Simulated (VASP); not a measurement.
Here is a VASP 6.6.1 calculation.

INCAR

```
SYSTEM = HfNb3F
  PREC = Accurate
  ENCUT = 600
  EDIFF = 1E-6
  ISMEAR = 0
  SIGMA = 0.1
  LREAL = .FALSE.
  LASPH = .TRUE.
  NELM = 120
  ALGO = Normal
  ISIF = 2
  LWAVE = .FALSE.
  LCHARG = .FALSE.
  GGA = PE
  NBANDS = 36
  GGA_COMPAT = .FALSE.
```

Contents of KPOINTS:

```
Automatic mesh
0
G
  6 6 8
  0 0 0
```

The input POSCAR:

```
HfNb3F
1.0
    6.5602637387      0.0000000000      0.0000000000
   -3.2801318693      5.6813550533      0.0000000000
    0.0000000000      0.0000000000      4.6441934742
Hf Nb F
1 3 1
Direct
    0.3333333333      0.6666666667      0.0000000000
    0.4685170458      0.5314829542      0.5000000000
    0.4685170458      0.9370340916      0.5000000000
    0.0629659084      0.5314829542      0.5000000000
    0.6666666667      0.3333333333      0.5000000000
```

Potentials or basis: VASP PAW PBE potentials, release 64 (Hf_pv, Nb_sv, F).

Command:

```console
$ cat potpaw_PBE.64/Hf_pv/POTCAR potpaw_PBE.64/Nb_sv/POTCAR potpaw_PBE.64/F/POTCAR > POTCAR
$ mpirun -np 1 vasp_std > vasp.out
```

Q: Estimate the band gap on the k mesh.

A: Zero (bands 28 and 29 overlap by 0.61 eV).

Q: What does it give for the largest force?

A: 0.041 eV/Å.

Q: What does it give for the pressure?

A: -0.2 GPa.

Forces in eV/Å, atoms in the order of the input:
```
Hf   0.000  0.000  0.000
Nb  -0.036  0.021  0.000
Nb   0.000 -0.041  0.000
Nb   0.036  0.021  0.000
F    0.000  0.000  0.000
```

Caveat: spin-orbit coupling is left out, which moves the levels of the heavy elements.
